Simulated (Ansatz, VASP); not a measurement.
BaF2: VASP beside Ansatz

```
Ba F
1.0
     0.00000    3.07924    3.07924
     3.07924    0.00000    3.07924
     3.07924    3.07924    0.00000
Ba F
1 2
Cartesian
  0.0000 0.0000 0.0000
  1.5396 1.5396 1.5396
  4.6189 4.6189 4.6189
```

Change from the starting cell: volume scaled by 0.98, crystal datasets.

Alike in both runs: task electric field gradients; functional LDA; k mesh 8 × 8 × 8; occupations fermi-dirac, width 0.01 eV; no spin polarisation.

|  | VASP | Ansatz |
| --- | --- | --- |
| version | VASP 6.6.1 | Ansatz 0.2.0 |
| potentials or method | VASP PAW LDA potentials, release 64 (Ba_sv, F), cutoff 520 eV | all-electron PAW with datasets made for the crystal, scalar-relativistic |

|  | VASP | Ansatz | Ansatz less VASP |
| --- | --- | --- | --- |
| gap on the k mesh at the Fermi level (eV) | 6.47 | 6.53 | +0.061 |
| pressure (GPa) | -2.2 | -3.5 | -1.30 |

LDA's correlation is that of Perdew and Zunger in VASP and of Perdew and Wang (1992) in Ansatz. Ansatz ran all-electron here, and VASP with PAW potentials.

Spin-orbit coupling is off throughout.
